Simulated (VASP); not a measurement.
Crystal: Si.

```
Si
1.0
     0.00000    2.71535    2.71535
     2.71535    0.00000    2.71535
     2.71535    2.71535    0.00000
Si
2
Direct
  0.00000 0.00000 0.00000
  0.25000 0.25000 0.25000
```

```yaml
Program: VASP 6.6.1
Task: relaxation of cell and atoms
Functional: PBE
Potentials_or_basis: VASP PAW PBE potentials, release 64 (Si)
Cutoff: 600 eV
k_mesh: 9 × 9 × 9
Occupations: fermi-dirac, width 0.01 eV
Spin: no spin polarisation
```

At the start: pressure 2.0 GPa; volume 20.02 Å³/atom.

How do energy, volume and symmetry change on relaxing?

Over 3 steps the energy falls by 2.5 meV/atom and the volume is 20.44 Å³/atom (+2.1 %); space group Fd-3m (No. 227, to 0.1 Å) before and after.

Step by step:
```tsv
step	energy change (eV)	largest force (eV/Å)	pressure (GPa)	volume (Å³)
1	0.0000	0.0000	1.96	40.04
2	-0.0028	0.0000	-1.22	41.47
3	-0.0050	0.0000	0.01	40.89
```

Final structure:
```yaml
crystal:
  lattice:
    - [0.00000, 2.73431, 2.73431]
    - [2.73431, 0.00000, 2.73431]
    - [2.73431, 2.73431, 0.00000]
  atoms:
    - { symbol: Si, position: [0.00000, 0.00000, 0.00000] }
    - { symbol: Si, position: [0.25000, 0.25000, 0.25000] }
```
